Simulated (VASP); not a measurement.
Set up this calculation in VASP 6.6.1, as the native input.

* Task: single point
* Functional: PBE
* Potentials or basis: VASP PAW PBE potentials, release 64 (Y_sv, Mg, O)
* Cutoff: 520 eV
* k mesh: 6 × 6 × 2
* Occupations: gaussian, width 0.2 eV
* Spin: no spin polarisation
* Dipole correction: no
* Further INCAR settings: ALGO = Normal; EDIFF = 1e-07; NBANDS = 38

The structure of YMg2O2 lies in POSCAR:

```
YMg2O2
1.0
    3.1786554511      0.0000000000      0.0000000000
   -1.5893277256      2.7527963706      0.0000000000
    0.0000000000      0.0000000000     16.2056797523
Y Mg O
2 4 4
Direct
    0.0000000000      0.0000000000      0.0000000000
    0.0000000000      0.0000000000      0.5000000000
    0.3333333333      0.6666666667      0.3286749664
    0.3333333333      0.6666666667      0.8286749664
    0.6666666667      0.3333333333      0.1713250336
    0.6666666667      0.3333333333      0.6713250336
    0.6666666667      0.3333333333      0.4027577631
    0.6666666667      0.3333333333      0.9027577631
    0.3333333333      0.6666666667      0.0972422369
    0.3333333333      0.6666666667      0.5972422369
```

The input as run:

INCAR

```
ALGO = Normal
EDIFF = 1E-7
ENCUT = 520
GGA = PE
ISIF = 2
ISMEAR = 0
LASPH = True
LCHARG = False
LREAL = False
LWAVE = False
NBANDS = 38
NELM = 60
PREC = Accurate
SIGMA = 0.2
```

KPOINTS

```
k-points
0
Gamma
  6 6 2
```

Potentials or basis: VASP PAW PBE potentials, release 64 (Y_sv, Mg, O).

Launch:

```sh
$ cat potpaw_PBE.64/Y_sv/POTCAR potpaw_PBE.64/Mg/POTCAR potpaw_PBE.64/O/POTCAR > POTCAR
$ mpirun -np 1 vasp_std > vasp.out
```

It gave:

```yaml
Pressure: -0.1 GPa
Largest_force: 0.082 eV/Å
Band_gap_on_the_k_mesh: zero (bands 27 and 28 overlap by 1.71 eV)
```

Caveat: the k points lie up to 0.38 Å⁻¹ apart, too coarse for converged energies and pressures of a metal.

Wall time 2.9 min on 1 thread of Intel Xeon 8259CL, with other jobs on the host, peak memory 0.3 GiB.
